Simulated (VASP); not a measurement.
# CuO (P1) in VASP: notebook

CuO is run at these levels: PBE, PBEsol, LDA+U, PBEsol+U; tasks: single point.

Program: VASP 6.6.1. These are calculated values, not measurements. Logs are shortened: lines on timing, memory, paths and dates and some standing lists are left out, and cuts for length are marked.

### 1 The cell of the first run

The typed cell holds 8 atoms: a = 2.900 Å, b = 5.129 Å, c = 5.643 Å, α = 93.94°, β = 101.64°, γ = 97.69°.

### 2 Single point, PBE

File INCAR:

```
SYSTEM = CuO
PREC = Accurate
ENCUT = 520
EDIFF = 1E-7
ISMEAR = -1
SIGMA = 0.05
LREAL = .FALSE.
LASPH = .TRUE.
NELM = 80
ALGO = Normal
ISIF = 2
LWAVE = .FALSE.
LCHARG = .FALSE.
GGA = PE
NBANDS = 44
```

File KPOINTS:

```
Automatic mesh
0
G
  3 2 2
  0 0 0
```

File POSCAR:

```
CuO
1.0
   -2.3418500000      1.7113000000      0.0000000000
    0.8500300000      0.0000000000     -5.0578700000
   -2.3418500000     -5.1339000000      0.0000000000
Cu O
4 4
Direct
    0.2479969100      0.0006014900      0.2432966400
    0.7479969100      0.0006014900      0.7432966400
    0.9979969100      0.5006014900      0.4932966400
    0.4979969100      0.5006014900      0.9932966400
    0.7071969100      0.7506014900      0.2840966400
    0.2071969100      0.7506014900      0.7840966400
    0.7887969100      0.2506014900      0.2024966400
    0.3048216600      0.2457895500      0.7561235500
```

Potentials or basis: VASP PAW PBE potentials, release 64 (Cu, O).

Run with:

```console
$ cat potpaw_PBE.64/Cu/POTCAR potpaw_PBE.64/O/POTCAR > POTCAR
$ mpirun -np 1 vasp_std > vasp.out
```

OUTCAR:

```text
SYSTEM = CuO
   PREC = Accurate
   ENCUT = 520
   EDIFF = 1E-7
   ISMEAR = -1
   LREAL = .FALSE.
   LASPH = .TRUE.
   NELM = 80
   ISIF = 2
   GGA = PE

 ion  position               nearest neighbor table
   1  0.248  0.001  0.243-   5 1.95   7 1.95   7 1.96   5 1.96
   2  0.748  0.001  0.743-   8 1.90   8 1.92   6 1.95   6 1.96
   3  0.998  0.501  0.493-   7 1.95   6 1.95   5 1.96   8 2.18
   4  0.498  0.501  0.993-   8 1.75   5 1.95   6 1.96   7 1.96
   5  0.707  0.751  0.284-   1 1.95   4 1.95   3 1.96   1 1.96
   6  0.207  0.751  0.784-   2 1.95   3 1.95   4 1.96   2 1.96
   7  0.789  0.251  0.202-   3 1.95   1 1.95   1 1.96   4 1.96
   8  0.305  0.246  0.756-   4 1.75   2 1.90   2 1.92   3 2.18

  LATTYP: Found a triclinic cell.
 ALAT       =     8.8711867116
 B/A-ratio  =     0.3269556130
 C/A-ratio  =     1.3190826441
 COS(alpha) =     0.0053209128
 COS(beta)  =     0.5659575896
 COS(gamma) =     0.7822162007

  Lattice vectors:

 A1 = (  -2.3418500000,   8.5565000000,   0.0000000000)
 A2 = (  -2.3418500000,   1.7113000000,   0.0000000000)
 A3 = (   6.1755200000,   8.5565000000,   5.0578700000)

Analysis of symmetry for initial positions (statically):
=====================================================================
 Subroutine PRICEL returns:
 Original cell was already a primitive cell.

 Routine SETGRP: Setting up the symmetry group for a
 triclinic supercell.

 Subroutine GETGRP returns: Found  1 space group operations
 (whereof  1 operations were pure point group operations)
 out of a pool of  2 trial point group operations.

The static configuration has the point symmetry C_1 .

Analysis of symmetry for dynamics (positions and initial velocities):
=====================================================================
 Subroutine PRICEL returns:
 Original cell was already a primitive cell.

 Routine SETGRP: Setting up the symmetry group for a
 triclinic supercell.

 Subroutine GETGRP returns: Found  1 space group operations
 (whereof  1 operations were pure point group operations)
 out of a pool of  2 trial point group operations.

The dynamic configuration has the point symmetry C_1 .

 Subroutine INISYM returns: Found  1 space group operations
 (whereof  1 operations are pure point group operations),
 and found     1 'primitive' translations

----------------------------------------------------------------------------------------

                                     Primitive cell

  volume of cell :      81.0798

  direct lattice vectors                    reciprocal lattice vectors
    -2.341850000  1.711300000  0.000000000    -0.320259624  0.146087770 -0.053823109
     0.850030000  0.000000000 -5.057870000     0.000000000  0.000000000 -0.197711685
    -2.341850000 -5.133900000  0.000000000    -0.106753208 -0.146087770 -0.017941036

  length of vectors
     2.900484289  5.128801023  5.642799893     0.356096602  0.197711685  0.181823443

  position of ions in fractional coordinates (direct lattice)
     0.247996910  0.000601490  0.243296640
     0.747996910  0.000601490  0.743296640
     0.997996910  0.500601490  0.493296640
     0.497996910  0.500601490  0.993296640
     0.707196910  0.750601490  0.284096640
     0.207196910  0.750601490  0.784096640
     0.788796910  0.250601490  0.202496640
     0.304821660  0.245789550  0.756123550

  ion indices of the primitive-cell ions
   primitive index   ion index
                 1           1
                 2           2
                 3           3
                 4           4
                 5           5
                 6           6
                 7           7
                 8           8

----------------------------------------------------------------------------------------

 KPOINTS: Automatic mesh

Automatic generation of k-mesh.
 Grid dimensions read from file:
 generate k-points for:    3    2    2

 Generating k-lattice:

  Cartesian coordinates                     Fractional coordinates (reciprocal lattice)
    -0.106753208  0.048695923 -0.017941036     0.333333333  0.000000000 -0.000000000
     0.000000000  0.000000000 -0.098855842     0.000000000  0.500000000  0.000000000
    -0.053376604 -0.073043885 -0.008970518     0.000000000 -0.000000000  0.500000000

  Length of vectors
     0.118698867  0.098855842  0.090911722

  Shift w.r.t. Gamma in fractional coordinates (k-lattice)
     0.000000000  0.000000000  0.000000000

 Subroutine IBZKPT returns following result:
 ===========================================

 Found      8 irreducible k-points:

 Following reciprocal coordinates:
            Coordinates               Weight
  0.000000  0.000000  0.000000      1.000000
  0.333333  0.000000 -0.000000      2.000000
  0.000000  0.500000  0.000000      1.000000
  0.333333  0.500000 -0.000000      2.000000
  0.000000  0.000000  0.500000      1.000000
  0.333333  0.000000  0.500000      2.000000
  0.000000  0.500000  0.500000      1.000000
  0.333333  0.500000  0.500000      2.000000
   k-points           NKPTS =      8   k-points in BZ     NKDIM =      8   number of bands    NBANDS=     44
   number of dos      NEDOS =    301   number of ions     NIONS =      8
   total plane-waves  NPLWV =  40320
   dimension x,y,z NGX =    24 NGY =   40 NGZ =   42
   dimension x,y,z NGXF=    48 NGYF=   80 NGZF=   84
   ions per type =               4   4
   NGX,Y,Z   is equivalent  to a cutoff of  13.76, 12.97, 12.37 a.u.
   NGXF,Y,Z  is equivalent  to a cutoff of  27.51, 25.93, 24.75 a.u.
 SYSTEM =  CuO
   PREC   = accura    normal or accurate (medium, high low for compatibility)
   ISTART =      0    job   : 0-new  1-cont  2-samecut
   ICHARG =      2    charge: 1-file 2-atom 10-const
   ISPIN  =      1    spin polarized calculation?
   LNONCOLLINEAR =      F non collinear calculations
   LSORBIT =      F    spin-orbit coupling
   LASPH  =      T    aspherical Exc in radial PAW
   ENCUT  =  520.0 eV  38.22 Ry    6.18 a.u.   5.39  9.54 10.49*2*pi/ulx,y,z
   NELM   =     80;   NELMIN=  2; NELMDL= -5     # of ELM steps
   EDIFF  = 0.1E-06   stopping-criterion for ELM
   LREAL  =      F    real-space projection
   EDIFFG = 0.1E-05   stopping-criterion for IOM
   NSW    =      0    number of steps for IOM
   IBRION =     -1    ionic relax: 0-MD 1-quasi-New 2-CG
   NFREE  =      0    steps in history (QN), initial steepest desc. (CG)
   ISIF   =      2    stress and relaxation
   ISYM   =      2    0-nonsym 1-usesym 2-fastsym
   POTIM  = 0.5000    time-step for ionic-motion
   TEBEG  =    0.0;   TEEND  =   0.0 temperature during run
   PSTRESS=    0.0 pullay stress
   NELECT =      68.0000    total number of electrons
   NUPDOWN=      -1.0000    fix difference up-down
   EMIN   =  10.00;   EMAX   =-10.00  energy-range for DOS
   EFERMI =   0.00;   METHOD = LEGACY
   ISMEAR =    -1;   SIGMA  =   0.05  broadening in eV -4-tet -1-fermi 0-gaus
   EFERMI_NEDOS =   21; number of points for ismear=-14 and -15
   IALGO  =     38    algorithm
   IMIX   =      4    mixing-type and parameters
     AMIX     =   0.40;   BMIX     =  1.00
     AMIX_MAG =   1.60;   BMIX_MAG =  1.00
  volume/ion in A,a.u.               =      10.13        68.39
  Fermi-wavevector in a.u.,A,eV,Ry     =   1.543856  2.917465 32.429376  2.383492
  Thomas-Fermi vector in A             =   2.649460
   LORBIT       =      0    0 simple, 1 ext, 2 COOP (PROOUT), +10 PAW based schemes
   GGA     = PE    functional components
   LHFCALC =     F    Hartree Fock is set to
   AEXX    =    0.0000 exact exchange contribution
   IVDW    =     0    specifies the selected vdW correction
   LEPSILON=     F    determine dielectric tensor
   LRPA    =     F    only Hartree local field effects (RPA)
 non-spin polarized calculation
  energy-cutoff  :      520.00
  volume of cell :       81.08
 maximum number of plane-waves:      2211
 NGX is ok and might be reduce to    24
   NGX = 11   NGY = 19   NGZ = 21

 number of electron      67.9999989 magnetization

 Free energy of the ion-electron system (eV)
  ---------------------------------------------------
  ext. energy  EPLUGINS =         0.00000000
  ---------------------------------------------------
  free energy    TOTEN  =       -38.83638301 eV

  energy without entropy =      -38.81177906  energy(sigma->0) =      -38.82408103

 E-fermi :   5.7391     XC(G=0): -11.9042

 val. band max:        5.6588205175   @ k =   0.3333   0.5000   0.5000
 cond. band min:       5.7842396060   @ k =   0.0000   0.0000   0.5000
 fundamental gap:      0.1254190885
 Fermi energy:         5.7391205108

 k-point     1 :       0.0000    0.0000    0.0000
  band No.  band energies     occupation
      1     -14.3241      2.00000
      2     -13.5006      2.00000
      3     -12.9506      2.00000
      4     -12.6742      2.00000
      5      -2.5259      2.00000
      6      -1.6584      2.00000
[... 36 lines left out ...]
     43      16.9889      0.00000
     44      17.1030      0.00000

 k-point     2 :       0.3333    0.0000   -0.0000
  band No.  band energies     occupation
      1     -13.7028      2.00000
      2     -13.2255      2.00000
      3     -12.7646      2.00000
      4     -12.6246      2.00000
      5      -1.4765      2.00000
      6      -0.9919      2.00000
[... 36 lines left out ...]
     43      15.1157      0.00000
     44      15.7210      0.00000

 k-point     3 :       0.0000    0.5000    0.0000
  band No.  band energies     occupation
      1     -13.8241      2.00000
      2     -13.6130      2.00000
      3     -13.2520      2.00000
      4     -12.9326      2.00000
      5      -1.4703      2.00000
      6      -1.0612      2.00000
[... 36 lines left out ...]
     43      17.5007      0.00000
     44      17.6460      0.00000

 k-point     4 :       0.3333    0.5000   -0.0000
  band No.  band energies     occupation
      1     -13.4336      2.00000
      2     -13.1401      2.00000
      3     -12.9544      2.00000
      4     -12.8680      2.00000
      5      -0.9720      2.00000
      6      -0.8823      2.00000
[... 36 lines left out ...]
     43      15.8440      0.00000
     44      16.3588      0.00000

 k-point     5 :       0.0000    0.0000    0.5000
  band No.  band energies     occupation
      1     -14.0730      2.00000
      2     -13.8022      2.00000
      3     -12.8556      2.00000
      4     -12.7674      2.00000
      5      -2.0711      2.00000
      6      -1.7952      2.00000
[... 36 lines left out ...]
     43      15.5443      0.00000
     44      16.1928      0.00000

 k-point     6 :       0.3333    0.0000    0.5000
  band No.  band energies     occupation
      1     -13.7022      2.00000
      2     -13.2199      2.00000
      3     -12.7432      2.00000
      4     -12.6495      2.00000
      5      -1.5254      2.00000
      6      -1.3484      2.00000
[... 36 lines left out ...]
     43      15.3315      0.00000
     44      15.8247      0.00000

 k-point     7 :       0.0000    0.5000    0.5000
  band No.  band energies     occupation
      1     -13.7305      2.00000
      2     -13.4242      2.00000
      3     -13.2893      2.00000
      4     -13.2216      2.00000
      5      -1.3340      2.00000
      6      -0.8095      2.00000
[... 36 lines left out ...]
     43      16.3744      0.00000
     44      16.5887      0.00000

 k-point     8 :       0.3333    0.5000    0.5000
  band No.  band energies     occupation
      1     -13.4157      2.00000
      2     -13.1472      2.00000
      3     -12.9907      2.00000
      4     -12.8398      2.00000
      5      -1.1618      2.00000
      6      -0.9725      2.00000
[... 36 lines left out ...]
     43      15.3080      0.00000
     44      15.8264      0.00000

------------------------ aborting loop because EDIFF is reached ----------------------------------------

  FORCE on cell =-STRESS in cart. coord.  units (eV):
  Direction    XX          YY          ZZ          XY          YZ          ZX
  --------------------------------------------------------------------------------------
  -------------------------------------------------------------------------------------
  Total        4.2681046      5.3401378      4.9364117      0.6907310      1.2757388      1.2450302
  in kB       84.3398363    105.5237374     97.5459123     13.6491830     25.2092230     24.6024063
  external PRESSURE =      95.8031620 kB  Pullay stress =       0.0000000 kB

 VOLUME and BASIS-vectors are now :
 -----------------------------------------------------------------------------
  energy-cutoff  :      520.00
  volume of cell :       81.08
      direct lattice vectors                 reciprocal lattice vectors
    -2.341850000  1.711300000  0.000000000    -0.320259624  0.146087770 -0.053823109
     0.850030000  0.000000000 -5.057870000     0.000000000  0.000000000 -0.197711685
    -2.341850000 -5.133900000  0.000000000    -0.106753208 -0.146087770 -0.017941036

 POSITION                                       TOTAL-FORCE (eV/Angst)
 -----------------------------------------------------------------------------------
     -1.15002     -0.82466     -0.00304        -0.032604      0.093930     -0.029902
     -3.49187     -2.53596     -0.00304        -0.099520     -0.546126      0.331422
     -3.06686     -0.82466     -2.53198        -0.382693     -0.226137      0.402767
     -3.06686     -4.24726     -2.53198        -1.150621     -1.360222     -1.628965
     -1.68343     -0.24830     -3.79644         0.109210      0.325837     -0.313678
     -1.68343     -3.67090     -3.79644         0.105417      0.602485      0.200778
     -2.10844      0.31027     -1.26751        -0.327926     -0.746580      0.162002
     -2.27565     -3.36022     -1.24317         1.778738      1.856813      0.875576
 -----------------------------------------------------------------------------------
    total drift:                               -0.001612      0.001655      0.000315

  FREE ENERGIE OF THE ION-ELECTRON SYSTEM (eV)
  ---------------------------------------------------
  free  energy   TOTEN  =       -38.8363830055 eV

  energy  without entropy=      -38.8117790565  energy(sigma->0) =      -38.82408103
```

It took 61 s on 1 thread of Intel Xeon 8259CL, shared host; peak memory 0.2 GiB.

Results:

| Item | Value |
| --- | --- |
| Free energy | -38.8364 eV |
| Pressure | 9.6 GPa |
| Largest force | 2.716 eV/Å |
| Band gap on the k mesh | zero (bands 34 and 35 overlap by 0.47 eV) |

Forces in eV/Å, atoms in the order of the input:
```
Cu  -0.033  0.094 -0.030
Cu  -0.100 -0.546  0.331
Cu  -0.383 -0.226  0.403
Cu  -1.151 -1.360 -1.629
O    0.109  0.326 -0.314
O    0.105  0.602  0.201
O   -0.328 -0.747  0.162
O    1.779  1.857  0.876
```

Levels at points of the mesh, in eV from the Fermi level:
| k point | band 30 | band 31 | band 32 | band 33 | band 34 | band 35 | band 36 | band 37 | band 38 | band 39 |
| --- | --- | --- | --- | --- | --- | --- | --- | --- | --- | --- |
| (0.00, 0.00, 0.00) | -1.54 | -1.49 | -1.42 | 0.09 | 0.19 | 0.34 | 0.96 | 1.75 | 4.54 | 5.74 |
| (0.00, 0.50, 0.00) | -1.61 | -1.51 | -1.40 | -0.12 | 0.21 | 0.30 | 0.78 | 3.71 | 3.83 | 5.33 |
| (0.00, 0.00, 0.50) | -1.70 | -1.61 | -1.51 | -0.14 | 0.05 | 0.51 | 0.75 | 3.37 | 3.85 | 6.09 |
| (0.00, 0.50, 0.50) | -1.58 | -1.53 | -1.37 | -0.93 | -0.80 | 0.42 | 0.61 | 4.46 | 4.74 | 5.47 |

Caveat: the k points lie up to 0.75 Å⁻¹ apart; semilocal functionals often make such compounds metallic where correlation or magnetic order opens a gap, which also shifts bond lengths; forces of over 1 eV/Å act on the atoms, so gaps and moduli don't describe the material at rest. With open d or f shells a metallic result of PBE can be an artefact of self-interaction; +U or a hybrid may open a gap.

### 3 Single point, PBEsol

File INCAR:

```
SYSTEM = CuO
ALGO = Normal ; EDIFF = 1E-6
ENCUT = 520 ; GGA = PS
ISIF = 2 ; ISMEAR = -1
LASPH = .TRUE. ; LCHARG = .FALSE.
LREAL = .FALSE. ; LWAVE = .FALSE.
NBANDS = 44 ; NELM = 80
PREC = Accurate ; SIGMA = 0.05
```

File KPOINTS:

```
k-points
0
G
  9 5 5
  0 0 0
```

POSCAR is that of step 2.

Potentials or basis: VASP PAW PBE potentials, release 64 (Cu, O).

Run with:

```console
$ cat potpaw_PBE.64/Cu/POTCAR potpaw_PBE.64/O/POTCAR > POTCAR
$ mpirun -np 1 vasp_std > vasp.out
```

Wall time 10 min (1 thread of Intel Xeon 8259CL, shared host); peak memory 0.41 GiB.

It converged, with:

```
Free energy            : -42.4006 eV
Pressure               : 1.2 GPa
Largest force          : 2.563 eV/Å
Band gap on the k mesh : zero (bands 34 and 35 overlap by 0.51 eV)
```

Forces in eV/Å, atoms in the order of the input:
```
Cu  -0.019  0.051 -0.029
Cu  -0.182 -0.529  0.352
Cu  -0.372 -0.229  0.365
Cu  -1.077 -1.328 -1.500
O    0.154  0.401 -0.158
O    0.195  0.540  0.240
O   -0.379 -0.703  0.010
O    1.679  1.797  0.721
```

Stress tensor (GPa, compression positive):
```
-0.24  1.25  2.03
 1.25  2.56  2.26
 2.03  2.26  1.18
```

Levels at points of the mesh, in eV from the Fermi level:
```tsv
k point	band 30	band 31	band 32	band 33	band 34	band 35	band 36	band 37	band 38	band 39
(0.00, 0.00, 0.00)	-1.53	-1.48	-1.41	0.10	0.22	0.33	0.96	1.70	4.43	5.64
```

Caveat: the PAW data sets were made with another functional, which shifts forces and pressure a little; semilocal functionals often make such compounds metallic where correlation or magnetic order opens a gap, which also shifts bond lengths.

### 4 Single point, PBE

File INCAR:

```
SYSTEM = CuO
PREC = Accurate
ENCUT = 520
EDIFF = 1E-7
ISMEAR = -1
SIGMA = 0.05
LREAL = .FALSE.
LASPH = .TRUE.
NELM = 60
ALGO = Normal
ISIF = 2
LWAVE = .FALSE.
LCHARG = .FALSE.
GGA = PE
NBANDS = 44
```

File KPOINTS:

```
regular mesh
0
G
  4 3 2
  0 0 0
```

POSCAR is that of step 3.

Run with:

```console
$ cat potpaw_PBE.64/Cu/POTCAR potpaw_PBE.64/O/POTCAR > POTCAR
$ mpirun -np 1 vasp_std > vasp.out
```

Run time: 2.4 min. Hardware: 1 thread of AMD EPYC 7R13, shared host; peak memory 0.18 GiB.

The run converged. Its results:

```
Free energy            : -38.7292 eV
Pressure               : 9.7 GPa
Largest force          : 2.660 eV/Å
Band gap on the k mesh : zero (bands 34 and 35 overlap by 0.37 eV)
```

Forces in eV/Å, atoms in the order of the input:
```
Cu  -0.035  0.067 -0.035
Cu  -0.094 -0.446  0.418
Cu  -0.402 -0.231  0.421
Cu  -1.111 -1.345 -1.619
O    0.162  0.260 -0.152
O    0.149  0.402  0.298
O   -0.379 -0.627 -0.011
O    1.711  1.919  0.680
```

Stress tensor (GPa, compression positive):
```
 8.20  1.24  2.10
 1.24  9.90  2.47
 2.10  2.47 11.02
```

Levels at points of the mesh, in eV from the Fermi level:
```csv
k point,band 31,band 32,band 33,band 34,band 35,band 36,band 37,band 38
"(0.00, 0.00, 0.00)",-1.54,-1.46,0.05,0.16,0.29,0.92,1.71,4.49
"(0.50, 0.00, 0.00)",-1.36,-1.18,-1.01,-0.84,0.49,0.89,4.72,5.41
"(0.00, 0.00, 0.50)",-1.66,-1.58,-0.19,0.00,0.48,0.69,3.33,3.82
"(0.50, 0.00, 0.50)",-1.45,-1.25,-0.77,-0.12,0.30,1.10,3.14,4.68
```

Caveat: the k points lie up to 0.57 Å⁻¹ apart; semilocal functionals often make such compounds metallic where correlation or magnetic order opens a gap, which also shifts bond lengths; forces of over 1 eV/Å act on the atoms, so gaps and moduli don't describe the material at rest.

(Continued in part 2 of 2.)
